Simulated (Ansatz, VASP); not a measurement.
## Two plane-wave programs on Ir

```xyz
1
Lattice="0.0000 2.1862 1.4860 2.1862 0.0000 1.4860 2.1862 2.1862 0.0000" Properties=species:S:1:pos:R:3 pbc="T T T"
Ir    0.0000    0.0000    0.0000
```

Alike in both runs: task single point; functional LDA; k mesh 22 × 22 × 22; occupations gaussian, width 0.15 eV; no spin polarisation.

|  | VASP | Ansatz |
| --- | --- | --- |
| version | VASP 6.6.1 | Ansatz 0.2.0 |
| potentials or method | VASP PAW LDA potentials, release 64 (Ir_sv_GW), cutoff 560 eV | scalar-relativistic, plane waves, PAW |
| valence electrons in the cell | 17 | 17 |

VASP gave:

| Property | Result |
| --- | --- |
| gap on the k mesh at the Fermi level (eV) | none |
| pressure (GPa) | 2.0 |
| traceless stress, the component that is largest in VASP (GPa) | -15.71 |

Problem. Which values does Ansatz return?

Solution. gap on the k mesh at the Fermi level (eV): none; pressure (GPa): 2.5; traceless stress, the component that is largest in VASP (GPa): -15.89.

Ansatz warns that its potentials were made for another functional, while VASP's fit it. LDA's correlation is that of Perdew and Zunger in VASP and of Perdew and Wang (1992) in Ansatz. A gap of «none» marks a metal or a gap that the smearing closes.

Spin-orbit coupling is off throughout.
